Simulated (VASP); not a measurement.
Here is a VASP 6.6.1 calculation.

The input INCAR:

```
SYSTEM = Te2Mo
PREC = Accurate
ENCUT = 500
EDIFF = 1E-6
ISMEAR = 0
SIGMA = 0.1
LREAL = .False.
LASPH = .True.
NELM = 120
ALGO = Normal
ISIF = 2
LWAVE = .False.
LCHARG = .False.
GGA = PE
NBANDS = 35
GGA_COMPAT = .False.
```

The input KPOINTS:

```
regular mesh
0
Gamma
  8 8 1
  0 0 0
```

File POSCAR:

```
Te2Mo
1.0
    3.5603917377      0.0000000000      0.0000000000
   -1.7801958688      3.0833896922      0.0000000000
    0.0000000000      0.0000000000     24.8112624000
Te Mo
4 2
Direct
    0.3333333333      0.6666666667      0.2236394800
    0.6666666667      0.3333333333      0.9206288600
    0.6666666667      0.3333333333      0.7763605200
    0.3333333333      0.6666666667      0.0793711400
    0.6666666667      0.3333333333      0.1515414900
    0.3333333333      0.6666666667      0.8484585100
```

Potentials or basis: VASP PAW PBE potentials, release 64 (Te, Mo_sv).

Launch:

```console
$ cat potpaw_PBE.64/Te/POTCAR potpaw_PBE.64/Mo_sv/POTCAR > POTCAR
$ mpirun -np 1 vasp_std > vasp.out
```

Q: What does it give for the largest force?

A: 0.242 eV/Å.

Q: Estimate the band gap on the k mesh.

A: 1.23 eV.

Forces on the atoms (eV/Å):
```
Te   0.000  0.000  0.242
Te   0.000  0.000  0.231
Te   0.000  0.000 -0.242
Te   0.000  0.000 -0.231
Mo   0.000  0.000 -0.004
Mo   0.000  0.000  0.004
```

Caveat: there is no dipole correction, which matters where the two faces differ; spin-orbit coupling is left out, which moves the levels of the heavy elements.
